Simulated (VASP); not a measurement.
A run of VASP 6.6.1 is set up as follows.

INCAR

```
SYSTEM = Be
  PREC = Accurate
  ENCUT = 600
  EDIFF = 1E-6
  ISMEAR = -1
  SIGMA = 0.1
  LREAL = .False.
  LASPH = .True.
  NELM = 120
  ALGO = Normal
  ISIF = 2
  LWAVE = .False.
  LCHARG = .False.
  GGA = PE
  NBANDS = 7
  GGA_COMPAT = .False.
```

The input KPOINTS:

```
Automatic mesh
0
Gamma
  23 23 23
  0 0 0
```

POSCAR

```
Be
1.0
    0.0000000000      1.5251613007      1.5251613007
    1.5251613007      0.0000000000      1.5251613007
    1.5251613007      1.5251613007      0.0000000000
Be
1
Direct
    0.0000000000      0.0000000000      0.0000000000
```

Potentials or basis: VASP PAW PBE potentials, release 64 (Be).

Run with:

```bash
$ cat potpaw_PBE.64/Be/POTCAR > POTCAR
$ mpirun -np 1 vasp_std > vasp.out
```

What does it give for the pressure?

15.2 GPa.

Estimate the band gap on the k mesh.

zero (bands 1 and 2 overlap by 0.70 eV).

Caveat: the cell stands under pressure.
